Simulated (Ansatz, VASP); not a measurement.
InSe in VASP and in Ansatz

```
In Se
1.0
     4.08887    0.00000    0.00000
    -2.04444    3.54107    0.00000
     0.00000    0.00000   18.48965
In Se
4 4
Direct
  0.33333 0.66667 0.17363
  0.66667 0.33333 0.67363
  0.33333 0.66667 0.32637
  0.66667 0.33333 0.82637
  0.33333 0.66667 0.60484
  0.66667 0.33333 0.10484
  0.33333 0.66667 0.89516
  0.66667 0.33333 0.39516
```

Alike in both runs: functional PBE; k mesh 6 × 6 × 2; no spin polarisation.

Ansatz relaxed the structure, and its values are those at the end. VASP's run is a single point on that final structure, the one shown.

|  | VASP | Ansatz |
| --- | --- | --- |
| version | VASP 6.6.1 | Ansatz 0.2.0 |
| potentials or method | VASP PAW PBE potentials, release 64 (In_d, Se) | plane waves, PAW |
| plane-wave cutoff (eV) | 520 | 420 |
| occupations | gaussian, width 0.01 eV | fixed |
| valence electrons in the cell | 76 | 116 |

VASP gave:

| Quantity | Value |
| --- | --- |
| pressure (GPa) | 0.0 |
| rms of the force components (eV/Å) | 0.006 |

Which values does Ansatz return?

Pressure (GPa): 0.0; rms of the force components (eV/Å): 0.003.

VASP's potentials hold 76 valence electrons a cell and Ansatz's 116, so a difference there can come from the potentials and not from the codes.
